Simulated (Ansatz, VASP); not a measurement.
## One calculation of MgCd2Se3, two programs

INCAR

```
ALGO = Normal ; EDIFF = 1E-6
ENCUT = 520 ; GGA = PE
ISIF = 2 ; ISMEAR = 0
LASPH = T ; LCHARG = F
LREAL = F ; LWAVE = F
NBANDS = 56 ; NELM = 60
PREC = Accurate ; SIGMA = 0.1
```

The input KPOINTS:

```
k-points
0
Gamma
  6 6 1
```

File POSCAR:

```
MgCd2Se3
1.0
    4.1344372500      0.0000000000      0.0000000000
   -2.0672186300      3.5805276900      0.0000000000
    0.0000000000      0.0000000000     20.2337240500
Mg Cd Se
2 4 6
Direct
    0.6666666700      0.3333333300      0.1666511200
    0.3333333300      0.6666666700      0.3333177900
    0.6666666700      0.3333333300      0.4999844500
    0.6666666700      0.3333333300      0.8333177900
    0.3333333300      0.6666666700      0.6666511200
    0.3333333300      0.6666666700      0.9999844500
    0.6666666700      0.3333333300      0.2919688800
    0.6666666700      0.3333333300      0.6253022200
    0.6666666700      0.3333333300      0.9586355500
    0.3333333300      0.6666666700      0.1253022200
    0.3333333300      0.6666666700      0.4586355500
    0.3333333300      0.6666666700      0.7919688800
```

Input for Ansatz:

```yaml
crystal:
  lattice:
    - [4.13443725, 0.0, 0.0]
    - [-2.06721863, 3.58052769, 0.0]
    - [0.0, 0.0, 20.23372405]
  atoms:
    - { symbol: Mg, position: [0.66666667, 0.33333333, 0.16665112] }
    - { symbol: Mg, position: [0.33333333, 0.66666667, 0.33331779] }
    - { symbol: Cd, position: [0.66666667, 0.33333333, 0.49998445] }
    - { symbol: Cd, position: [0.66666667, 0.33333333, 0.83331779] }
    - { symbol: Cd, position: [0.33333333, 0.66666667, 0.66665112] }
    - { symbol: Cd, position: [0.33333333, 0.66666667, 0.99998445] }
    - { symbol: Se, position: [0.66666667, 0.33333333, 0.29196888] }
    - { symbol: Se, position: [0.66666667, 0.33333333, 0.62530222] }
    - { symbol: Se, position: [0.66666667, 0.33333333, 0.95863555] }
    - { symbol: Se, position: [0.33333333, 0.66666667, 0.12530222] }
    - { symbol: Se, position: [0.33333333, 0.66666667, 0.45863555] }
    - { symbol: Se, position: [0.33333333, 0.66666667, 0.79196888] }
basis:
  ecutwfc: 420
kpoints:
  mp_grid: { grid: [6, 6, 1] }
hamiltonian:
  xc: pbe
scf:
  occupations: { method: gaussian, width: 0.1 }
  lower_state_search: "off"
output:
  forces: true
  stress: true
  eigenvalues: true
```

Alike in both runs: task single point; functional PBE; k mesh 6 × 6 × 1; occupations gaussian, width 0.1 eV; no spin polarisation.

|  | VASP | Ansatz |
| --- | --- | --- |
| version | VASP 6.6.1 | Ansatz 0.2.0 |
| potentials or method | VASP PAW PBE potentials, release 64 (Mg, Cd, Se), cutoff 520 eV | scalar-relativistic, plane waves, PAW |
| valence electrons in the cell | 88 | 196 |

```tsv
	VASP	Ansatz	Ansatz less VASP
gap on the k mesh at the Fermi level (eV)	1.28	1.27	-0.004
least direct gap on the mesh (eV)	1.28	1.27	-0.004
pressure (GPa)	9.6	9.2	-0.35
traceless stress, the component that is largest in VASP (GPa)	-0.09	-0.09	-0.001
rms of the force components (eV/Å)	0.181	0.168	-0.0121
```

Atom by atom the forces differ by 0.012 eV/Å (rms over components). VASP's potentials hold 88 valence electrons a cell and Ansatz's 196, so a difference there can come from the potentials and not from the codes.
